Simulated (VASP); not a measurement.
# PrPb5 (R-3m) in VASP: a series of runs

PrPb5 is run at these levels: PBE; tasks: single point.

Everything below comes from runs of VASP 6.6.1. Logs are shortened: lines on timing, memory, paths and dates and some standing lists are left out, and cuts for length are marked.

## 1. The cell of the first run

The structure is trigonal, space group R-3m (No. 166). Conventional cell: a = 6.556 Å, b = 6.556 Å, c = 15.645 Å, α = 90.00°, β = 90.00°, γ = 120.00°. Pr (site symmetry -3m) has 12 Pb at 3.22 to 3.84 Å within 4.2 Å. Within 4.2 Å of Pb (site symmetry 2/m) lie 2 Pr at 3.22 Å and 10 Pb at 3.28 to 3.82 Å. Within 4.9 Å of Pb (site symmetry 3m) lie 13 Pb at 3.76 to 3.99 Å and 3 Pr at 3.84 Å.

The cell was generated, and may not be a known phase.

## 2. Single point, PBE

INCAR

```
SYSTEM = PrPb5
PREC = Accurate
ENCUT = 500
EDIFF = 1E-6
ISMEAR = 0
SIGMA = 0.2
LREAL = .FALSE.
LASPH = .TRUE.
NELM = 200
ALGO = Normal
ISIF = 2
LWAVE = .FALSE.
LCHARG = .FALSE.
GGA = PE
NBANDS = 50
GGA_COMPAT = .FALSE.
LMAXMIX = 6
```

KPOINTS

```
regular mesh
0
G
  3 3 3
  0 0 0
```

POSCAR

```
PrPb5
1.0
    3.2781087821      1.8926169878      5.2149709011
   -3.2781087821      1.8926169878      5.2149709011
    0.0000000000     -3.7852339755      5.2149709011
Pr Pb
1 5
Direct
    0.0000000000      0.0000000000      0.0000000000
    0.0000000000      0.0000000000      0.5000000000
    0.5000000000      0.0000000000      0.0000000000
    0.0000000000      0.5000000000      0.0000000000
    0.3741206682      0.3741206682      0.3741206682
    0.6258793318      0.6258793318      0.6258793318
```

Potentials or basis: VASP PAW PBE potentials, release 64 (Pr_3, Pb_d), 4f in core.

The run is started by

```console
$ cat potpaw_PBE.64/Pr_3/POTCAR potpaw_PBE.64/Pb_d/POTCAR > POTCAR
$ mpirun -np 1 vasp_std > vasp.out
```

OUTCAR:

```text
SYSTEM = PrPb5
   PREC = Accurate
   ENCUT = 500
   EDIFF = 1E-6
   ISMEAR = 0
   LREAL = .FALSE.
   LASPH = .TRUE.
   NELM = 200
   ISIF = 2
   GGA = PE

 ion  position               nearest neighbor table
   1  0.000  0.000  0.000-   2 3.22   2 3.22   4 3.22   3 3.22   4 3.22   3 3.22   6 3.84   5 3.84
                             6 3.84   5 3.84   6 3.84   5 3.84
   2  0.000  0.000  0.500-   1 3.22   1 3.22   3 3.28   4 3.28   4 3.28   3 3.28   6 3.76   5 3.76
                             6 3.82   5 3.82   6 3.82   5 3.82
   3  0.500  0.000  0.000-   1 3.22   1 3.22   2 3.28   2 3.28   4 3.28   4 3.28   6 3.76   5 3.76
                             6 3.82   5 3.82   5 3.82   6 3.82
   4  0.000  0.500  0.000-   1 3.22   1 3.22   2 3.28   2 3.28   3 3.28   3 3.28   6 3.76   5 3.76
                             6 3.82   5 3.82   6 3.82   5 3.82
   5  0.374  0.374  0.374-   3 3.76   4 3.76   2 3.76   4 3.82   3 3.82   3 3.82   4 3.82   2 3.82
                             2 3.82   1 3.84   1 3.84   1 3.84   6 3.94   6 3.99   6 3.99   6 3.99
   6  0.626  0.626  0.626-   3 3.76   4 3.76   2 3.76   3 3.82   4 3.82   3 3.82   4 3.82   2 3.82
                             2 3.82   1 3.84   1 3.84   1 3.84   5 3.94   5 3.99   5 3.99   5 3.99

  LATTYP: Found a trigonal (rhomboedric) cell.
 ALAT       =     6.4439054733
 COS(alpha) =     0.4824189157

  Lattice vectors:

 A1 = (   3.2781087821,   1.8926169878,   5.2149709011)
 A2 = (  -3.2781087821,   1.8926169878,   5.2149709011)
 A3 = (   0.0000000000,  -3.7852339755,   5.2149709011)

Analysis of symmetry for initial positions (statically):
=====================================================================
 Subroutine PRICEL returns:
 Original cell was already a primitive cell.

 Routine SETGRP: Setting up the symmetry group for a
 trigonal (rhombohedral) supercell.

 Subroutine GETGRP returns: Found 12 space group operations
 (whereof 12 operations were pure point group operations)
 out of a pool of 12 trial point group operations.

The static configuration has the point symmetry D_3d.

Analysis of symmetry for dynamics (positions and initial velocities):
=====================================================================
 Subroutine PRICEL returns:
 Original cell was already a primitive cell.

 Routine SETGRP: Setting up the symmetry group for a
 trigonal (rhombohedral) supercell.

 Subroutine GETGRP returns: Found 12 space group operations
 (whereof 12 operations were pure point group operations)
 out of a pool of 12 trial point group operations.

The dynamic configuration has the point symmetry D_3d.

 Subroutine INISYM returns: Found 12 space group operations
 (whereof 12 operations are pure point group operations),
 and found     1 'primitive' translations

----------------------------------------------------------------------------------------

                                     Primitive cell

  volume of cell :     194.1285

  direct lattice vectors                    reciprocal lattice vectors
     3.278108782  1.892616988  5.214970901     0.152526970  0.088061487  0.063918541
    -3.278108782  1.892616988  5.214970901    -0.152526970  0.088061487  0.063918541
     0.000000000 -3.785233976  5.214970901     0.000000000 -0.176122974  0.063918541

  length of vectors
     6.443905473  6.443905473  6.443905473     0.187362969  0.187362969  0.187362969

  position of ions in fractional coordinates (direct lattice)
     0.000000000  0.000000000  0.000000000
     0.000000000  0.000000000  0.500000000
     0.500000000  0.000000000  0.000000000
     0.000000000  0.500000000  0.000000000
     0.374120668  0.374120668  0.374120668
     0.625879332  0.625879332  0.625879332

  ion indices of the primitive-cell ions
   primitive index   ion index
                 1           1
                 2           2
                 3           3
                 4           4
                 5           5
                 6           6

----------------------------------------------------------------------------------------

 KPOINTS: regular mesh

Automatic generation of k-mesh.
 Grid dimensions read from file:
 generate k-points for:    3    3    3

 Generating k-lattice:

  Cartesian coordinates                     Fractional coordinates (reciprocal lattice)
     0.050842323  0.029353829  0.021306180     0.333333333  0.000000000  0.000000000
    -0.050842323  0.029353829  0.021306180     0.000000000  0.333333333  0.000000000
     0.000000000 -0.058707658  0.021306180     0.000000000  0.000000000  0.333333333

  Length of vectors
     0.062454323  0.062454323  0.062454323

  Shift w.r.t. Gamma in fractional coordinates (k-lattice)
     0.000000000  0.000000000  0.000000000

 Subroutine IBZKPT returns following result:
 ===========================================

 Found      6 irreducible k-points:

 Following reciprocal coordinates:
            Coordinates               Weight
[... 46 lines left out ...]
  Fermi-wavevector in a.u.,A,eV,Ry     =   1.223320  2.311740 20.361281  1.496512
  Thomas-Fermi vector in A             =   2.358435
   LORBIT       =      0    0 simple, 1 ext, 2 COOP (PROOUT), +10 PAW based schemes
   GGA     = PE    functional components
   LHFCALC =     F    Hartree Fock is set to
   AEXX    =    0.0000 exact exchange contribution
   IVDW    =     0    specifies the selected vdW correction
   LEPSILON=     F    determine dielectric tensor
   LRPA    =     F    only Hartree local field effects (RPA)
 non-spin polarized calculation
 Gauss-broadening in eV      SIGMA  =   0.20
  energy-cutoff  :      500.00
  volume of cell :      194.13
 maximum number of plane-waves:      4951
   NGX = 23   NGY = 23   NGZ = 23

 number of electron      80.9999990 magnetization

 Free energy of the ion-electron system (eV)
  ---------------------------------------------------
  ext. energy  EPLUGINS =         0.00000000
  ---------------------------------------------------
  free energy    TOTEN  =       -23.46678708 eV

  energy without entropy =      -23.40682098  energy(sigma->0) =      -23.43680403

 E-fermi :   6.1567     XC(G=0):  -9.8775

 val. band max:        6.0922478733   @ k =  -0.3333   0.3333   0.3333
 cond. band min:       6.1800349008   @ k =   0.3333   0.3333   0.0000
 fundamental gap:      0.0877870275
 Fermi energy:         6.1566979091

 k-point     1 :       0.0000    0.0000    0.0000
  band No.  band energies     occupation
      1     -30.3448      2.00000
      2     -12.4327      2.00000
      3     -12.3877      2.00000
      4     -12.3877      2.00000
      5     -11.0140      2.00000
      6     -10.9508      2.00000
[... 42 lines left out ...]
     49       9.6236      0.00000
     50       9.8159      0.00000

 k-point     2 :       0.3333    0.0000    0.0000
  band No.  band energies     occupation
      1     -30.3445      2.00000
      2     -12.5115      2.00000
      3     -12.4022      2.00000
      4     -12.3902      2.00000
      5     -10.9589      2.00000
      6     -10.8923      2.00000
[... 42 lines left out ...]
     49       9.3514      0.00000
     50      10.1183      0.00000

 k-point     3 :       0.3333    0.3333    0.0000
  band No.  band energies     occupation
      1     -30.3442      2.00000
      2     -12.5644      2.00000
      3     -12.4373      2.00000
      4     -12.4001      2.00000
      5     -10.9561      2.00000
      6     -10.8928      2.00000
[... 42 lines left out ...]
     49       9.3298      0.00000
     50      10.0473      0.00000

 k-point     4 :      -0.3333    0.3333    0.0000
  band No.  band energies     occupation
      1     -30.3442      2.00000
      2     -12.5628      2.00000
      3     -12.4377      2.00000
      4     -12.3987      2.00000
      5     -10.8816      2.00000
      6     -10.8701      2.00000
[... 42 lines left out ...]
     49       9.1621      0.00000
     50       9.5171      0.00000

 k-point     5 :       0.3333    0.3333    0.3333
  band No.  band energies     occupation
      1     -30.3439      2.00000
      2     -12.6147      2.00000
      3     -12.4433      2.00000
      4     -12.4433      2.00000
      5     -11.0029      2.00000
      6     -10.9470      2.00000
[... 42 lines left out ...]
     49       9.8102      0.00000
     50      11.2624      0.00000

 k-point     6 :      -0.3333    0.3333    0.3333
  band No.  band energies     occupation
      1     -30.3438      2.00000
      2     -12.6117      2.00000
      3     -12.4433      2.00000
      4     -12.4414      2.00000
      5     -10.9543      2.00000
      6     -10.8968      2.00000
[... 42 lines left out ...]
     49       9.6734      0.00000
     50      10.2115      0.00000

------------------------ aborting loop because EDIFF is reached ----------------------------------------

  FORCE on cell =-STRESS in cart. coord.  units (eV):
  Direction    XX          YY          ZZ          XY          YZ          ZX
  --------------------------------------------------------------------------------------
  -------------------------------------------------------------------------------------
  Total        0.5083283      0.5083283      0.7966302      0.0000000      0.0000000      0.0000000
  in kB        4.1953252      4.1953252      6.5747330      0.0000000      0.0000000      0.0000000
  external PRESSURE =       4.9884611 kB  Pullay stress =       0.0000000 kB

 VOLUME and BASIS-vectors are now :
 -----------------------------------------------------------------------------
  energy-cutoff  :      500.00
  volume of cell :      194.13
      direct lattice vectors                 reciprocal lattice vectors
     3.278108782  1.892616988  5.214970901     0.152526970  0.088061487  0.063918541
    -3.278108782  1.892616988  5.214970901    -0.152526970  0.088061487  0.063918541
     0.000000000 -3.785233976  5.214970901     0.000000000 -0.176122974  0.063918541

 POSITION                                       TOTAL-FORCE (eV/Angst)
 -----------------------------------------------------------------------------------
      0.00000      0.00000      0.00000         0.000000      0.000000     -0.000000
      0.00000     -1.89262      2.60749         0.000000     -0.000000     -0.000000
      1.63905      0.94631      2.60749         0.000000      0.000000     -0.000000
     -1.63905      0.94631      2.60749        -0.000000     -0.000000      0.000000
      0.00000      0.00000      5.85309         0.000000     -0.000000     -0.044378
      0.00000      0.00000      9.79183         0.000000      0.000000      0.044378
 -----------------------------------------------------------------------------------
    total drift:                               -0.000000     -0.000000      0.000000

  FREE ENERGIE OF THE ION-ELECTRON SYSTEM (eV)
  ---------------------------------------------------
  free  energy   TOTEN  =       -23.4667870830 eV

  energy  without entropy=      -23.4068209750  energy(sigma->0) =      -23.43680403
```

It took 45 s on 1 thread of Intel Xeon 6975P-C (Granite Rapids), shared host; peak memory 0.33 GiB.

Results:

| Quantity | Value |
| --- | --- |
| Free energy | -23.4668 eV |
| Pressure | 0.5 GPa |
| Largest force | 0.044 eV/Å |
| Band gap on the k mesh | zero (an odd number of electrons rules out a gap without spin polarisation) |

Forces on the atoms (eV/Å):
```
Pr   0.000  0.000  0.000
Pb   0.000  0.000  0.000
Pb   0.000  0.000  0.000
Pb   0.000  0.000  0.000
Pb   0.000  0.000 -0.044
Pb   0.000  0.000  0.044
```

Caveat: the k points lie up to 0.39 Å⁻¹ apart, too coarse for converged energies and pressures of a metal; spin-orbit coupling is left out, which moves the levels of the heavy elements; the 4f electrons are frozen in the core, so they carry no moment and show no levels. Spin polarisation is off, so any magnetic state and its effect on volume and gap are missing.

## 3. Single point, PBE

This run uses another cell than the first one, of 32.59 Å³/atom.

INCAR

```
  PREC = Accurate
  ENCUT = 500
  EDIFF = 1E-6
  ISMEAR = 0
  SIGMA = 0.2
  LREAL = F
  LASPH = T
  NELM = 200
  ALGO = Normal
  ISIF = 2
  LWAVE = F
  LCHARG = F
  GGA = PE
  NBANDS = 50
  GGA_COMPAT = F
  LMAXMIX = 6
```

KPOINTS

```
regular mesh
0
Gamma
  3 3 3
```

POSCAR

```
PrPb5
1.0
    3.2822560109      1.8950113900      5.2390556761
   -3.2822560109      1.8950113900      5.2390556761
    0.0000000000     -3.7900227844      5.2390556744
Pr Pb
1 5
Direct
    0.5000000000      0.5000000000      0.5000000000
    0.5000000000      0.5000000000      0.0000000000
    0.0000000000      0.5000000000      0.5000000000
    0.5000000000      0.0000000000      0.5000000000
    0.1317281078      0.1317281078      0.1317281078
    0.8682718922      0.8682718922      0.8682718922
```

Potentials or basis: VASP PAW PBE potentials, release 64 (Pr_3, Pb_d), 4f in core.

The run is started by

```console
$ cat potpaw_PBE.64/Pr_3/POTCAR potpaw_PBE.64/Pb_d/POTCAR > POTCAR
$ mpirun -np 1 vasp_std > vasp.out
```

It took 47 s on 1 thread of Intel Xeon 6975P-C (Granite Rapids), shared host; peak memory 0.33 GiB.

Results (log left out):

```yaml
Free_energy: -23.4730 eV
Pressure: 0.3 GPa
Largest_force: 0.019 eV/Å
Band_gap_on_the_k_mesh: zero (an odd number of electrons rules out a gap without spin polarisation)
```

Forces in eV/Å, atoms in the order of the input:
```
Pr   0.000  0.000  0.000
Pb   0.000  0.000  0.000
Pb   0.000  0.000  0.000
Pb   0.000  0.000  0.000
Pb   0.000  0.000 -0.019
Pb   0.000  0.000  0.019
```

Stress tensor (GPa, compression positive):
```
0.14 0.00 0.00
0.00 0.14 0.00
0.00 0.00 0.47
```

Levels at points of the mesh, in eV from the Fermi level:
```tsv
k point	band 37	band 38	band 39	band 40	band 41	band 42	band 43	band 44
(0.00, 0.00, 0.00)	-2.25	-1.95	-1.58	-1.58	-0.73	0.11	0.11	2.17
```

Caveat: the k points lie up to 0.39 Å⁻¹ apart, too coarse for converged energies and pressures of a metal; spin-orbit coupling is left out, which moves the levels of the heavy elements; the 4f electrons are frozen in the core, so they carry no moment and show no levels.

## 4. Single point, PBE

This run uses another cell than the first one, of 32.59 Å³/atom.

INCAR

```
SYSTEM = PrPb5
  PREC = Accurate
  ENCUT = 500
  EDIFF = 1E-6
  ISMEAR = 0
  SIGMA = 0.1
  LREAL = .FALSE.
  LASPH = .TRUE.
  NELM = 200
  ALGO = Normal
  ISIF = 2
  LWAVE = .FALSE.
  LCHARG = .FALSE.
  GGA = PE
  NBANDS = 50
  GGA_COMPAT = .FALSE.
  LMAXMIX = 6
```

KPOINTS

```
regular mesh
0
G
  3 3 3
  0 0 0
```

Changes to POSCAR since step 3:

```diff
@@ -2,5 +2,5 @@
 1.0
-    3.2822560109      1.8950113900      5.2390556761
-   -3.2822560109      1.8950113900      5.2390556761
-    0.0000000000     -3.7900227844      5.2390556744
+    3.2822560109      1.8950113915      5.2390556755
+   -3.2822560109      1.8950113915      5.2390556755
+    0.0000000000     -3.7900227829      5.2390556755
 Pr Pb
```

The run is started by

```console
$ cat potpaw_PBE.64/Pr_3/POTCAR potpaw_PBE.64/Pb_d/POTCAR > POTCAR
$ mpirun -np 1 vasp_std > vasp.out
```

It took 47 s on 1 thread of Intel Xeon 6975P-C (Granite Rapids), shared host; peak memory 0.33 GiB.

It converged, with:

- Free energy: -23.4498 eV
- Pressure: 0.3 GPa
- Largest force: 0.010 eV/Å
- Band gap on the k mesh: zero (an odd number of electrons rules out a gap without spin polarisation)

Forces in eV/Å, atoms in the order of the input:
```
Pr   0.000  0.000  0.000
Pb   0.000  0.000  0.000
Pb   0.000  0.000  0.000
Pb   0.000  0.000  0.000
Pb   0.000  0.000 -0.010
Pb   0.000  0.000  0.010
```

Stress tensor (GPa, compression positive):
```
0.11 0.00 0.00
0.00 0.11 0.00
0.00 0.00 0.54
```

Levels at points of the mesh, in eV from the Fermi level:
| k point | band 38 | band 39 | band 40 | band 41 | band 42 | band 43 |
| --- | --- | --- | --- | --- | --- | --- |
| (0.00, 0.00, 0.00) | -1.95 | -1.58 | -1.58 | -0.73 | 0.10 | 0.10 |

Caveat: the k points lie up to 0.39 Å⁻¹ apart, too coarse for converged energies and pressures of a metal; spin-orbit coupling is left out, which moves the levels of the heavy elements; the 4f electrons are frozen in the core, so they carry no moment and show no levels. Spin polarisation is off, so any magnetic state and its effect on volume and gap are missing.

## 5. Single point, PBE

This run uses another cell than the first one, of 37.89 Å³/atom.

INCAR

```
  ALGO = Normal
  EDIFF = 1E-6
  ENCUT = 500
  GGA = PE
  GGA_COMPAT = F
  ISIF = 2
  ISMEAR = 0
  LASPH = T
  LCHARG = F
  LMAXMIX = 6
  LREAL = F
  LWAVE = F
  NBANDS = 50
  NELM = 200
  PREC = Accurate
  SIGMA = 0.2
```

KPOINTS

```
k-points
0
Gamma
  3 3 3
```

POSCAR

```
PrPb5
1.0
    3.3144267210      1.9135851615      5.9737040089
   -3.3144267210      1.9135851615      5.9737040089
    0.0000000000     -3.8271703172      5.9737040108
Pr Pb
1 5
Direct
    0.5000000000      0.5000000000      0.5000000000
    0.0000000000      0.0000000000      0.5000000000
    0.5000000000      0.0000000000      0.0000000000
    0.0000000000      0.5000000000      0.0000000000
    0.3173076552      0.3173076552      0.3173076552
    0.6826923448      0.6826923448      0.6826923448
```

The run is started by

```console
$ cat potpaw_PBE.64/Pr_3/POTCAR potpaw_PBE.64/Pb_d/POTCAR > POTCAR
$ mpirun -np 1 vasp_std > vasp.out
```

Run time: 92 s. Hardware: 1 thread of Intel Xeon 6975P-C (Granite Rapids), shared host; peak memory 0.39 GiB.

Results (log left out):

| Item | Value |
| --- | --- |
| Free energy | -22.6268 eV |
| Pressure | 0.0 GPa |
| Largest force | 0.019 eV/Å |
| Band gap on the k mesh | zero (an odd number of electrons rules out a gap without spin polarisation) |

Forces on the atoms (eV/Å):
```
Pr   0.000  0.000  0.000
Pb   0.000  0.000  0.000
Pb   0.000  0.000  0.000
Pb   0.000  0.000  0.000
Pb   0.000  0.000 -0.019
Pb   0.000  0.000  0.019
```

Levels at points of the mesh, in eV from the Fermi level:
```csv
k point,band 38,band 39,band 40,band 41,band 42,band 43
"(0.00, 0.00, 0.00)",-1.55,-1.22,-1.22,-0.48,-0.48,-0.37
```

Caveat: the k points lie up to 0.38 Å⁻¹ apart, too coarse for converged energies and pressures of a metal; spin-orbit coupling is left out, which moves the levels of the heavy elements; the 4f electrons are frozen in the core, so they carry no moment and show no levels. Spin polarisation is off, so any magnetic state and its effect on volume and gap are missing.

## 6. The runs side by side

| cell | smearing | gap on the mesh (eV) | pressure (GPa) | largest force (eV/Å) |
| --- | --- | --- | --- | --- |
| a = 6.444 Å, angles 61.2°, 6 atoms, atomic positions A | gaussian 0.2 eV | none | 0.5 | 0.04 |
| a = 6.466 Å, angles 61.0°, 6 atoms, atomic positions B | gaussian 0.2 eV | none | 0.3 | 0.02 |
| a = 6.466 Å, angles 61.0°, 6 atoms, atomic positions B | gaussian 0.1 eV | none | 0.3 | 0.01 |
| a = 7.095 Å, angles 55.7°, 6 atoms, atomic positions C | gaussian 0.2 eV | none | 0.0 | 0.02 |

Alike in all rows: task single point; level PBE; potentials or basis VASP PAW PBE potentials, release 64 (Pr_3, Pb_d), 4f in core; no spin polarisation; k mesh 3 × 3 × 3; cutoff (eV) 500.

Caveats: all runs use coarse meshes; spin-orbit coupling is left out, which moves the levels of the heavy elements; the 4f electrons are frozen in the core, so they carry no moment and show no levels.

Absolute energies hang on the potentials; compare differences alone.

The gap in the log of VASP goes by the Fermi energy; the results here count the filled bands.